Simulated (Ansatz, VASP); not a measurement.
Two plane-wave programs on KI

```
K I
1.0
     0.00000    3.54429    3.54429
     3.54429    0.00000    3.54429
     3.54429    3.54429    0.00000
K I
1 1
Cartesian
  0.0000 0.0000 0.0000
  3.5443 3.5443 3.5443
```

Alike in both runs: task single point; functional r2SCAN; k mesh 4 × 4 × 4; no spin polarisation.

```csv
,VASP,Ansatz
version,VASP 6.6.1,Ansatz 0.2.0
potentials or method,"VASP PAW PBE potentials, release 64 (K_sv, I)",plane waves
plane-wave cutoff (eV),520,500
occupations,"gaussian, width 0.01 eV",fixed
valence electrons in the cell,16,26
```

|  | VASP | Ansatz | Ansatz less VASP |
| --- | --- | --- | --- |
| gap on the k mesh at the Fermi level (eV) | 4.58 | 4.59 | +0.003 |
| pressure (GPa) | 0.0 | 0.0 | 0.00 |

VASP's potentials were made for PBE, not for r2SCAN. VASP's potentials hold 16 valence electrons a cell and Ansatz's 26, so a difference there can come from the potentials and not from the codes.

Spin-orbit coupling is off throughout.
